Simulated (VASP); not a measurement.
Input of a VASP 6.6.1 run:

File INCAR:

```
SYSTEM = Co
PREC = Accurate
ENCUT = 520
EDIFF = 1E-6
ISMEAR = -1
SIGMA = 0.05
LREAL = .False.
LASPH = .True.
NELM = 150
ALGO = Normal
ISIF = 2
LWAVE = .False.
LCHARG = .False.
ISPIN = 2
MAGMOM = -1.742 -1.742
LORBIT = 11
LMAXMIX = 4
GGA = PS
NBANDS = 20
```

Contents of KPOINTS:

```
Automatic mesh
0
Gamma
  13 13 13
  0 0 0
```

POSCAR

```
Co
1.0
    2.6173374732      0.0000000000      0.0000000000
    0.0000000000      2.6173374732      0.0000000000
    0.0000000000      0.0000000000      2.6173374732
Co
2
Direct
    0.0000000000      0.0000000000      0.0000000000
    0.5000000000      0.5000000000      0.5000000000
```

Potentials or basis: VASP PAW PBE potentials, release 64 (Co).

Run with:

```sh
$ cat potpaw_PBE.64/Co/POTCAR > POTCAR
$ mpirun -np 1 vasp_std > vasp.out
```

Question: What does it give for the pressure?

Answer: 55.8 GPa.

Question: Predict the site moments.

Answer: Co -1.58 μB.

Caveat: the PAW data sets were made with another functional, which shifts forces and pressure a little.
